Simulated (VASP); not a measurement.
Write the native input for VASP 6.6.1 that does the following.

| Item | Value |
| --- | --- |
| Task | single point |
| Functional | PBE |
| Potentials or basis | VASP PAW PBE potentials, release 64 (Pb_d, Se) |
| Cutoff | 520 eV |
| k mesh | 12 × 12 × 12 |
| Occupations | gaussian, width 0.02 eV |
| Spin | no spin polarisation |
| Dipole correction | no |
| Further INCAR settings | ALGO = Normal; EDIFF = 1e-06; NBANDS = 17 |

The structure of PbSe lies in POSCAR:

```
PbSe
1.0
   -2.1982917864      2.1982917864      3.1093077423
    2.1982917864     -2.1982917864      3.1093077423
    2.1982917864      2.1982917864     -3.1093077423
Pb Se
1 1
Direct
    0.4976238810      0.4976238810      0.0000000000
    0.9969816041      0.9969816041      0.0000000000
```

One way to write it, as run:

INCAR

```
SYSTEM = PbSe
ALGO     = Normal         ! electronic algorithm
EDIFF    = 1E-6           ! SCF threshold, eV
ENCUT    = 520            ! plane-wave cutoff, eV
GGA      = PE             ! functional
ISIF     = 2              ! what is computed and relaxed
ISMEAR   = 0              ! smearing method
LASPH    = .TRUE.         ! aspherical terms in the spheres
LCHARG   = .FALSE.        ! write CHGCAR
LREAL    = .FALSE.        ! projectors in reciprocal space
LWAVE    = .FALSE.        ! write WAVECAR
NBANDS   = 17             ! bands
NELM     = 80             ! most SCF steps
PREC     = Accurate       ! precision mode
SIGMA    = 0.02           ! smearing width, eV
```

KPOINTS

```
k-points
0
G
  12 12 12
  0 0 0
```

Potentials or basis: VASP PAW PBE potentials, release 64 (Pb_d, Se).

The run is started by

```sh
$ cat potpaw_PBE.64/Pb_d/POTCAR potpaw_PBE.64/Se/POTCAR > POTCAR
$ mpirun -np 1 vasp_std > vasp.out
```

Results of the run:

The pressure is 0.0 GPa. The band gap on the k mesh is 0.44 eV.

Caveat: spin-orbit coupling is left out, which moves the levels of the heavy elements.

Run time: 2.8 min on 1 thread of Intel(R) Xeon(R) Platinum 8259CL CPU @ 2.50GHz (Skylake/Cascade Lake), on a shared host, peak memory 0.33 GiB.
